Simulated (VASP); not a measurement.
Wanted: the native input for a VASP 6.6.1 run.

```yaml
Task: single point
Functional: r2SCAN
Potentials_or_basis: VASP PAW PBE potentials, release 64 (Ge_d, Sn_d)
Cutoff: 520 eV
k_mesh: 6 × 6 × 2
Occupations: fermi-dirac, width 0.02 eV
Spin: no spin polarisation
Dipole_correction: no
Further_INCAR_settings: ALGO = Normal; EDIFF = 1e-06; NBANDS = 51
```

Crystal: SnGe5.

```xyz
6
Lattice="4.1393 0.0000 0.0000 -2.0696 3.5847 0.0000 0.0000 0.0000 10.0727" Properties=species:S:1:pos:R:3 pbc="T T T"
Ge    0.0000    0.0000   -0.1376
Ge    2.0696    1.1949    6.7085
Ge    0.0000    2.3898    3.4963
Ge    2.0696    1.1949    9.1719
Ge    0.0000    2.3898    5.9485
Sn    0.0000    0.0000    2.5125
```

The input as run:

POSCAR

```
SnGe5
1.0
    4.1392548904      0.0000000000      0.0000000000
   -2.0696274452      3.5846998878      0.0000000000
    0.0000000000      0.0000000000     10.0727189928
Ge Sn
5 1
Direct
    0.0000000000      0.0000000000     -0.0136609198
    0.6666666667      0.3333333333      0.6660040336
    0.3333333333      0.6666666667      0.3471035193
    0.6666666667      0.3333333333      0.9105677718
    0.3333333333      0.6666666667      0.5905532683
    0.0000000000      0.0000000000      0.2494323267
```

INCAR.step1

```
SYSTEM = SnGe5
ALGO     = Normal         ! electronic algorithm
EDIFF    = 1E-4           ! SCF threshold, eV
ENCUT    = 520            ! plane-wave cutoff, eV
GGA      = PE             ! functional
ISMEAR   = -1             ! smearing method
LASPH    = .TRUE.         ! aspherical terms in the spheres
LCHARG   = .FALSE.        ! write CHGCAR
LREAL    = .FALSE.        ! projectors in reciprocal space
LWAVE    = .TRUE.         ! write WAVECAR
NBANDS   = 51             ! bands
NELM     = 80             ! most SCF steps
PREC     = Accurate       ! precision mode
SIGMA    = 0.02           ! smearing width, eV
```

INCAR.step2

```
SYSTEM = SnGe5
ALGO     = Normal         ! electronic algorithm
EDIFF    = 1E-6           ! SCF threshold, eV
ENCUT    = 520            ! plane-wave cutoff, eV
ISIF     = 2              ! what is computed and relaxed
ISMEAR   = -1             ! smearing method
ISTART   = 1            
LASPH    = .TRUE.         ! aspherical terms in the spheres
LCHARG   = .FALSE.        ! write CHGCAR
LMIXTAU  = .TRUE.       
LREAL    = .FALSE.        ! projectors in reciprocal space
LWAVE    = .FALSE.        ! write WAVECAR
METAGGA  = R2SCAN         ! meta-GGA
NBANDS   = 51             ! bands
NELM     = 80             ! most SCF steps
PREC     = Accurate       ! precision mode
SIGMA    = 0.02           ! smearing width, eV
```

KPOINTS

```
k-points
0
G
  6 6 2
  0 0 0
```

Potentials or basis: VASP PAW PBE potentials, release 64 (Ge_d, Sn_d).

Run with:

```console
$ cat potpaw_PBE.64/Ge_d/POTCAR potpaw_PBE.64/Sn_d/POTCAR > POTCAR
$ cp INCAR.step1 INCAR
$ mpirun -np 1 vasp_std > vasp.out
$ cp INCAR.step2 INCAR
$ mpirun -np 1 vasp_std > vasp.out
```

Results of the run:

```yaml
Pressure: 0.0 GPa
Largest_force: 0.010 eV/Å
Band_gap_on_the_k_mesh: zero (band 42 reaches 4.92 eV, above the bottom of band 43 at 4.73 eV)
```

Caveat: the PAW data sets were made with another functional, which shifts forces and pressure a little; spin-orbit coupling is left out, which moves the levels of the heavy elements.

Wall time 6.3 min on 1 thread of Intel Xeon 6975P-C, on a shared host, peak memory 0.34 GiB.
